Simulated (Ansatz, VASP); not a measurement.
# TaN in VASP and in Ansatz

POSCAR

```
TaN
1.0
    2.9202104280      0.0000000000      0.0000000000
   -1.4601052140      2.5289764151      0.0000000000
    0.0000000000      0.0000000000      2.8707773473
Ta N
1 1
Direct
    0.0000000000      0.0000000000      0.5000000000
    0.6666666667      0.3333333333      0.0000000000
```

Contents of INCAR.step1:

```
  PREC = Accurate
  ENCUT = 520
  ISMEAR = -1
  SIGMA = 0.05
  LREAL = F
  LASPH = T
  NELM = 80
  NBANDS = 15
  GGA = PE
  ALGO = Normal
  EDIFF = 1E-4
  LWAVE = T
  LCHARG = F
```

File INCAR.step2:

```
  PREC = Accurate
  ENCUT = 520
  EDIFF = 1E-8
  ISMEAR = -1
  SIGMA = 0.05
  LREAL = F
  LASPH = T
  NELM = 80
  ALGO = Normal
  ISIF = 2
  LWAVE = F
  LCHARG = F
  METAGGA = R2SCAN
  LMIXTAU = T
  LEFG = T
  NBANDS = 15
  ISTART = 1
```

File KPOINTS:

```
regular mesh
0
Gamma
  13 13 11
```

Input for Ansatz:

```yaml
crystal:
  lattice:
    - [2.920210428, 0.0, 0.0]
    - [-1.460105214, 2.5289764151, 0.0]
    - [0.0, 0.0, 2.8707773473]
  atoms:
    - { symbol: Ta, position: [0.0, 0.0, 0.5] }
    - { symbol: "N", position: [0.6666666667, 0.3333333333, 0.0] }
kpoints:
  mp_grid: { grid: [13, 13, 11] }
scf:
  occupations: { method: fermi_dirac, width: 0.05 }
hamiltonian:
  xc: r2scan
  pseudopotentials: { kind: paw }
output:
  forces: true
  stress: true
  eigenvalues: true
  efg: { contact_densities: true }
```

Change from the starting cell: volume scaled by 0.98, PAW files.

Alike in both runs: task electric field gradients; functional r2SCAN; k mesh 13 × 13 × 11; occupations fermi-dirac, width 0.05 eV; no spin polarisation.

```csv
,VASP,Ansatz
version,VASP 6.6.1,Ansatz 0.2.0
potentials or method,"VASP PAW PBE potentials, release 64 (Ta_pv, N)","PAW with Ansatz's default frozen-core files, scalar-relativistic"
plane-wave cutoff (eV),520,500
valence electrons in the cell,16,18
```

```tsv
	VASP	Ansatz	Ansatz less VASP
pressure (GPa)	7.6	5.8	-1.73
traceless stress, the component that is largest in VASP (GPa)	0.33	0.17	-0.160
size of Vzz on the site where it differs most (V/Å²)	6.6	40.7	+34.11
```

VASP's potentials were made for PBE, not for r2SCAN. The functional is the same, so the differences come from potentials, cutoffs and numerics. VASP's potentials hold 16 valence electrons a cell and Ansatz's 18, so a difference there can come from the potentials and not from the codes.

Neither program's run includes spin-orbit coupling.
